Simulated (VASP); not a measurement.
# Sc3InC (Pm-3m) in VASP: a series of runs, part 2 of 2

VASP 6.6.1. The steps go on from the part before.

**5. Single point, LDA**

The input, INCAR:

```
PREC = Accurate
ENCUT = 520
EDIFF = 1E-7
ISMEAR = -1
SIGMA = 0.05
LREAL = False
LASPH = True
NELM = 60
ALGO = Normal
ISIF = 2
LWAVE = False
LCHARG = True
GGA = CA
LELF = True
LVHAR = True
NBANDS = 33
```

The input, KPOINTS:

```
Automatic mesh
0
Gamma
  5 5 5
```

The input, POSCAR:

```
Sc3InC
1.0
    4.5506200000      0.0000000000      0.0000000000
    0.0000000000      4.5506200000      0.0000000000
    0.0000000000      0.0000000000      4.5506200000
Sc In C
3 1 1
Direct
    0.5000000000      0.0000000000      0.5000000000
    0.0000000000      0.5000000000      0.5000000000
    0.5000000000      0.5000000000      0.0000000000
    0.0000000000      0.0000000000      0.0000000000
    0.5000000000      0.5000000000      0.5000000000
```

Potentials or basis: VASP PAW LDA potentials, release 64 (Sc_sv, In_d, C).

Launch:

```bash
$ cat potpaw_LDA.64/Sc_sv/POTCAR potpaw_LDA.64/In_d/POTCAR potpaw_LDA.64/C/POTCAR > POTCAR
$ mpirun -np 1 vasp_std > vasp.out
```

OUTCAR:

```text
PREC = Accurate
   ENCUT = 520
   EDIFF = 1E-7
   ISMEAR = -1
   LREAL = False
   LASPH = True
   NELM = 60
   ISIF = 2
   GGA = CA

 ion  position               nearest neighbor table
   1  0.500  0.000  0.500-   5 2.28   5 2.28   4 3.22   2 3.22   3 3.22   4 3.22   2 3.22   3 3.22
                             3 3.22   3 3.22   2 3.22   4 3.22   4 3.22   2 3.22
   2  0.000  0.500  0.500-   5 2.28   5 2.28   4 3.22   1 3.22   3 3.22   4 3.22   1 3.22   4 3.22
                             4 3.22   1 3.22   3 3.22   3 3.22   3 3.22   1 3.22
   3  0.500  0.500  0.000-   5 2.28   5 2.28   4 3.22   1 3.22   1 3.22   2 3.22   2 3.22   1 3.22
                             4 3.22   1 3.22   2 3.22   4 3.22   2 3.22   4 3.22
   4  0.000  0.000  0.000-   1 3.22   2 3.22   3 3.22   1 3.22   2 3.22   2 3.22   3 3.22   2 3.22
                             1 3.22   3 3.22   1 3.22   3 3.22
   5  0.500  0.500  0.500-   1 2.28   2 2.28   3 2.28   3 2.28   1 2.28   2 2.28

  LATTYP: Found a simple cubic cell.
 ALAT       =     4.5506200000

  Lattice vectors:

 A1 = (   4.5506200000,   0.0000000000,   0.0000000000)
 A2 = (   0.0000000000,   4.5506200000,   0.0000000000)
 A3 = (   0.0000000000,   0.0000000000,   4.5506200000)

Analysis of symmetry for initial positions (statically):
=====================================================================
 Subroutine PRICEL returns:
 Original cell was already a primitive cell.

 Routine SETGRP: Setting up the symmetry group for a
 simple cubic supercell.

 Subroutine GETGRP returns: Found 48 space group operations
 (whereof 48 operations were pure point group operations)
 out of a pool of 48 trial point group operations.

The static configuration has the point symmetry O_h .

Analysis of symmetry for dynamics (positions and initial velocities):
=====================================================================
 Subroutine PRICEL returns:
 Original cell was already a primitive cell.

 Routine SETGRP: Setting up the symmetry group for a
 simple cubic supercell.

 Subroutine GETGRP returns: Found 48 space group operations
 (whereof 48 operations were pure point group operations)
 out of a pool of 48 trial point group operations.

The dynamic configuration has the point symmetry O_h .

 Subroutine INISYM returns: Found 48 space group operations
 (whereof 48 operations are pure point group operations),
 and found     1 'primitive' translations

----------------------------------------------------------------------------------------

                                     Primitive cell

  volume of cell :      94.2349

  direct lattice vectors                    reciprocal lattice vectors
     4.550620000  0.000000000  0.000000000     0.219750276  0.000000000  0.000000000
     0.000000000  4.550620000  0.000000000     0.000000000  0.219750276  0.000000000
     0.000000000  0.000000000  4.550620000     0.000000000  0.000000000  0.219750276

  length of vectors
     4.550620000  4.550620000  4.550620000     0.219750276  0.219750276  0.219750276

  position of ions in fractional coordinates (direct lattice)
     0.500000000  0.000000000  0.500000000
     0.000000000  0.500000000  0.500000000
     0.500000000  0.500000000  0.000000000
     0.000000000  0.000000000  0.000000000
     0.500000000  0.500000000  0.500000000

  ion indices of the primitive-cell ions
[... 37 lines left out ...]
  0.400000  0.000000  0.000000      6.000000
  0.200000  0.200000  0.000000     12.000000
  0.400000  0.200000  0.000000     24.000000
  0.400000  0.400000  0.000000     12.000000
  0.200000  0.200000  0.200000      8.000000
  0.400000  0.200000  0.200000     24.000000
  0.400000  0.400000  0.200000     24.000000
  0.400000  0.400000  0.400000      8.000000
   k-points           NKPTS =     10   k-points in BZ     NKDIM =     10   number of bands    NBANDS=     33
   number of dos      NEDOS =    301   number of ions     NIONS =      5
   total plane-waves  NPLWV =  46656
   dimension x,y,z NGX =    36 NGY =   36 NGZ =   36
   dimension x,y,z NGXF=    72 NGYF=   72 NGZF=   72
   ions per type =               3   1   1
   NGX,Y,Z   is equivalent  to a cutoff of  13.15, 13.15, 13.15 a.u.
   NGXF,Y,Z  is equivalent  to a cutoff of  26.30, 26.30, 26.30 a.u.
 SYSTEM =  unknown system
   PREC   = accura    normal or accurate (medium, high low for compatibility)
   ISTART =      0    job   : 0-new  1-cont  2-samecut
   ICHARG =      2    charge: 1-file 2-atom 10-const
   ISPIN  =      1    spin polarized calculation?
   LNONCOLLINEAR =      F non collinear calculations
   LSORBIT =      F    spin-orbit coupling
   LASPH  =      T    aspherical Exc in radial PAW
   ENCUT  =  520.0 eV  38.22 Ry    6.18 a.u.   8.46  8.46  8.46*2*pi/ulx,y,z
   NELM   =     60;   NELMIN=  2; NELMDL= -5     # of ELM steps
   EDIFF  = 0.1E-06   stopping-criterion for ELM
   LREAL  =      F    real-space projection
   EDIFFG = 0.1E-05   stopping-criterion for IOM
   NSW    =      0    number of steps for IOM
   IBRION =     -1    ionic relax: 0-MD 1-quasi-New 2-CG
   NFREE  =      0    steps in history (QN), initial steepest desc. (CG)
   ISIF   =      2    stress and relaxation
   ISYM   =      2    0-nonsym 1-usesym 2-fastsym
   POTIM  = 0.5000    time-step for ionic-motion
   TEBEG  =    0.0;   TEEND  =   0.0 temperature during run
   PSTRESS=    0.0 pullay stress
   NELECT =      50.0000    total number of electrons
   NUPDOWN=      -1.0000    fix difference up-down
   EMIN   =  10.00;   EMAX   =-10.00  energy-range for DOS
   EFERMI =   0.00;   METHOD = LEGACY
   ISMEAR =    -1;   SIGMA  =   0.05  broadening in eV -4-tet -1-fermi 0-gaus
   EFERMI_NEDOS =   21; number of points for ismear=-14 and -15
   IALGO  =     38    algorithm
   IMIX   =      4    mixing-type and parameters
     AMIX     =   0.40;   BMIX     =  1.00
     AMIX_MAG =   1.60;   BMIX_MAG =  1.00
  volume/ion in A,a.u.               =      18.85       127.19
  Fermi-wavevector in a.u.,A,eV,Ry     =   1.325341  2.504531 23.899020  1.756528
  Thomas-Fermi vector in A             =   2.454809
   LORBIT       =      0    0 simple, 1 ext, 2 COOP (PROOUT), +10 PAW based schemes
   GGA     = CA    functional components
   LHFCALC =     F    Hartree Fock is set to
   AEXX    =    0.0000 exact exchange contribution
   IVDW    =     0    specifies the selected vdW correction
   LEPSILON=     F    determine dielectric tensor
   LRPA    =     F    only Hartree local field effects (RPA)
 non-spin polarized calculation
  energy-cutoff  :      520.00
  volume of cell :       94.23
 maximum number of plane-waves:      2550
 NGX is ok and might be reduce to    36
   NGX = 17   NGY = 17   NGZ = 17

 number of electron      50.0000026 magnetization

 Free energy of the ion-electron system (eV)
  ---------------------------------------------------
  ext. energy  EPLUGINS =         0.00000000
  ---------------------------------------------------
  free energy    TOTEN  =       -37.14755715 eV

  energy without entropy =      -37.13810066  energy(sigma->0) =      -37.14282891

 E-fermi :   5.0609     XC(G=0): -10.9383

 val. band max:        4.9707321377   @ k =   0.2000   0.0000   0.0000
 cond. band min:       5.0893687249   @ k =   0.2000   0.0000   0.0000
 fundamental gap:      0.1186365872
 Fermi energy:         5.0609305552

 k-point     1 :       0.0000    0.0000    0.0000
  band No.  band energies     occupation
      1     -43.4300      2.00000
      2     -43.3499      2.00000
      3     -43.3499      2.00000
      4     -22.5560      2.00000
      5     -22.5560      2.00000
      6     -22.5560      2.00000
[... 349 lines left out ...]
     32       8.1224      0.00000
     33       8.1224      0.00000

------------------------ aborting loop because EDIFF is reached ----------------------------------------

  FORCE on cell =-STRESS in cart. coord.  units (eV):
  Direction    XX          YY          ZZ          XY          YZ          ZX
  --------------------------------------------------------------------------------------
  -------------------------------------------------------------------------------------
  Total       -3.4862367     -3.4862367     -3.4862367      0.0000000     -0.0000000      0.0000000
  in kB      -59.2728405    -59.2728405    -59.2728405      0.0000000     -0.0000000      0.0000000
  external PRESSURE =     -59.2728405 kB  Pullay stress =       0.0000000 kB

 VOLUME and BASIS-vectors are now :
 -----------------------------------------------------------------------------
  energy-cutoff  :      520.00
  volume of cell :       94.23
      direct lattice vectors                 reciprocal lattice vectors
     4.550620000  0.000000000  0.000000000     0.219750276  0.000000000  0.000000000
     0.000000000  4.550620000  0.000000000     0.000000000  0.219750276  0.000000000
     0.000000000  0.000000000  4.550620000     0.000000000  0.000000000  0.219750276

 POSITION                                       TOTAL-FORCE (eV/Angst)
 -----------------------------------------------------------------------------------
      2.27531      0.00000      2.27531         0.000000      0.000000      0.000000
      0.00000      2.27531      2.27531         0.000000      0.000000      0.000000
      2.27531      2.27531      0.00000         0.000000      0.000000      0.000000
      0.00000      0.00000      0.00000         0.000000      0.000000      0.000000
      2.27531      2.27531      2.27531         0.000000      0.000000      0.000000
 -----------------------------------------------------------------------------------
    total drift:                                0.000000      0.000000      0.000000

  FREE ENERGIE OF THE ION-ELECTRON SYSTEM (eV)
  ---------------------------------------------------
  free  energy   TOTEN  =       -37.1475571545 eV

  energy  without entropy=      -37.1381006616  energy(sigma->0) =      -37.14282891
```

Wall time 33 s (1 thread of Intel Xeon Platinum 8488C (Sapphire Rapids), shared host); peak memory 0.18 GiB.

What came out:

| Item | Value |
| --- | --- |
| Free energy | -37.1476 eV |
| Pressure | -5.9 GPa |
| Band gap on the k mesh | zero (bands 25 and 26 overlap by 0.06 eV) |

Levels at points of the mesh, in eV from the Fermi level:
```tsv
k point	band 21	band 22	band 23	band 24	band 25	band 26	band 27	band 28	band 29	band 30
(0.00, 0.00, 0.00)	-0.97	-0.97	-0.25	-0.25	0.08	0.08	0.08	2.56	2.56	2.56
```

Caveat: the cell stands under tension; spin-orbit coupling is left out, which moves the levels of the heavy elements.

**6. Overview**

| smearing | gap on the mesh (eV) | pressure (GPa) |
| --- | --- | --- |
| fermi-dirac 0.3 eV | none | -5.4 |
| fermi-dirac 0.2 eV | none | -5.7 |
| fermi-dirac 0.1 eV | none | -5.9 |
| fermi-dirac 0.05 eV | none | -5.9 |

Alike in all rows: task single point; level LDA; potentials or basis VASP PAW LDA potentials, release 64 (Sc_sv, In_d, C); no spin polarisation; cell as given; k mesh 5 × 5 × 5; cutoff (eV) 520.

Caveats: the cell stands under tension; spin-orbit coupling is left out, which moves the levels of the heavy elements; so wide a smearing shifts energies and pressures (at least some runs).

Total energies depend on the potentials used, so only differences within one code and one set of settings carry meaning.
